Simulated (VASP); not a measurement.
Wanted: the native input for a VASP 6.6.1 run.

```yaml
Task: single point
Functional: PBEsol
Potentials_or_basis: VASP PAW PBE potentials, release 64 (Au, Zn)
Cutoff: 520 eV
k_mesh: 8 × 8 × 8
Occupations: fermi-dirac, width 0.05 eV
Spin: no spin polarisation
Dipole_correction: no
Further_INCAR_settings: ALGO = Fast; EDIFF = 1e-06; NBANDS = 18
```

The structure of ZnAu lies in POSCAR:

```
ZnAu
1.0
    3.1470000000      0.0000000000      0.0000000000
    0.0000000000      3.1470000000      0.0000000000
    0.0000000000      0.0000000000      3.1470000000
Au Zn
1 1
Direct
    0.0000000000      0.0000000000      0.0000000000
    0.5000000000      0.5000000000      0.5000000000
```

These files were run (other wordings do the same):

INCAR

```
ALGO     = Fast           # electronic algorithm
EDIFF    = 1E-6           # SCF threshold, eV
ENCUT    = 520            # plane-wave cutoff, eV
GGA      = PS             # functional
ISIF     = 2              # what is computed and relaxed
ISMEAR   = -1             # smearing method
LASPH    = True           # aspherical terms in the spheres
LCHARG   = False          # write CHGCAR
LREAL    = False          # projectors in reciprocal space
LWAVE    = False          # write WAVECAR
NBANDS   = 18             # bands
NELM     = 80             # most SCF steps
PREC     = Accurate       # precision mode
SIGMA    = 0.05           # smearing width, eV
```

KPOINTS

```
k-points
0
Gamma
  8 8 8
```

Potentials or basis: VASP PAW PBE potentials, release 64 (Au, Zn).

Run with:

```bash
$ cat potpaw_PBE.64/Au/POTCAR potpaw_PBE.64/Zn/POTCAR > POTCAR
$ mpirun -np 1 vasp_std > vasp.out
```

Results of the run:

```yaml
Pressure: -2.0 GPa
```

Caveat: the PAW data sets were made with another functional, which shifts forces and pressure a little.

It took 6.5 s on 1 thread of Intel(R) Xeon(R) 6975P-C (Granite Rapids) (shared host), peak memory 0.15 GiB.
